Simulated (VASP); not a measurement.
Y: single point with PBEsol

Crystal: Y.

```xyz
2
Lattice="2.4636 2.4636 0.0000 -2.4636 2.4636 0.0000 0.0000 0.0000 5.0068" Properties=species:S:1:pos:R:3 pbc="T T T"
Y     0.0000    0.0000    0.0000
Y     0.0000    2.4636    2.5034
```

This cell differs from its parent crystal: biaxial strain in the a-b plane: -1.0 %.

| Quantity | Value |
| --- | --- |
| Program | VASP 6.6.1 |
| Task | single point |
| Functional | PBEsol |
| Potentials or basis | VASP PAW PBE potentials, release 64 (Y_sv) |
| Cutoff | 520 eV |
| k mesh | 14 × 14 × 10 |
| Occupations | gaussian, width 0.1 eV |
| Spin | no spin polarisation |
| Dipole correction | no |
| Further INCAR settings | ALGO = Fast; EDIFF = 1e-07; NBANDS = 18 |

| Item | Value |
| --- | --- |
| Pressure | 0.4 GPa |
| Band gap on the k mesh | zero (band 11 reaches 4.16 eV, above the bottom of band 12 at 2.30 eV) |

Stress tensor (GPa, compression positive):
```
0.61 0.00 0.00
0.00 0.61 0.00
0.00 0.00 0.11
```

Levels at points of the mesh, in eV from the Fermi level:
| k point | band 8 | band 9 | band 10 | band 11 | band 12 | band 13 | band 14 | band 15 |
| --- | --- | --- | --- | --- | --- | --- | --- | --- |
| (0.00, 0.00, 0.00) | -22.09 | -4.87 | -1.93 | -0.98 | 1.75 | 1.89 | 1.89 | 2.26 |
| (0.50, 0.00, 0.00) | -22.17 | -1.54 | -1.54 | 0.28 | 0.28 | 0.61 | 0.61 | 2.74 |
| (0.50, 0.50, 0.00) | -22.34 | -1.91 | -1.91 | -1.02 | -1.02 | 2.47 | 2.47 | 5.64 |
| (0.00, 0.00, 0.50) | -22.21 | -3.00 | -3.00 | 0.09 | 0.09 | 1.74 | 1.74 | 3.18 |
| (0.50, 0.00, 0.50) | -22.17 | -2.08 | -2.08 | 0.84 | 0.84 | 1.58 | 1.58 | 1.74 |
| (0.50, 0.50, 0.50) | -22.35 | -0.88 | -0.88 | 0.30 | 0.30 | 0.30 | 0.30 | 2.72 |

Wall time 3.1 min on 1 thread of Intel(R) Xeon(R) Platinum 8559C (Emerald Rapids) (shared host), peak memory 0.35 GiB.

Caveat: the cell differs from its parent crystal (biaxial strain in the a-b plane: -1.0 %); the PAW data sets were made with another functional, which shifts forces and pressure a little.
